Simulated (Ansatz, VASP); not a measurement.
BiS3: VASP beside Ansatz

```
CELL_PARAMETERS angstrom
6.49532 0.00000 0.00000
-3.24766 5.62511 0.00000
0.00000 0.00000 5.21350
ATOMIC_POSITIONS crystal
Bi 0.33333 0.66667 0.25000
Bi 0.66667 0.33333 0.75000
S 0.83300 0.66600 0.25000
S 0.16700 0.83300 0.75000
S 0.33400 0.16700 0.25000
S 0.16700 0.33400 0.75000
S 0.83300 0.16700 0.25000
S 0.66600 0.83300 0.75000
```

Alike in both runs: task relaxation of cell and atoms; functional PBE; k mesh 3 × 3 × 4; occupations gaussian, width 0.1 eV; no spin polarisation.

|  | VASP | Ansatz |
| --- | --- | --- |
| version | VASP 6.6.1 | Ansatz 0.2.0 |
| potentials or method | VASP PAW PBE potentials, release 64 (Bi_d, S), cutoff 600 eV | scalar-relativistic, plane waves, PAW |
| valence electrons in the cell | 66 | 66 |

VASP gave:

```
gap on the k mesh at the Fermi level, each at its own relaxed structure (eV)  : none
relaxed volume (Å³/atom)                                                      : 20.40
relaxed length of the cell vector where the two differ most in proportion (Å) : 5.544
```

Q: Which values does Ansatz return?

A: gap on the k mesh at the Fermi level, each at its own relaxed structure (eV): none; relaxed volume (Å³/atom): 20.42; relaxed length of the cell vector where the two differ most in proportion (Å): 5.574.

A gap of «none» marks a metal or a gap that the smearing closes.

The k mesh is coarse, so the values compare programs but aren't converged. Neither program's run includes spin-orbit coupling.
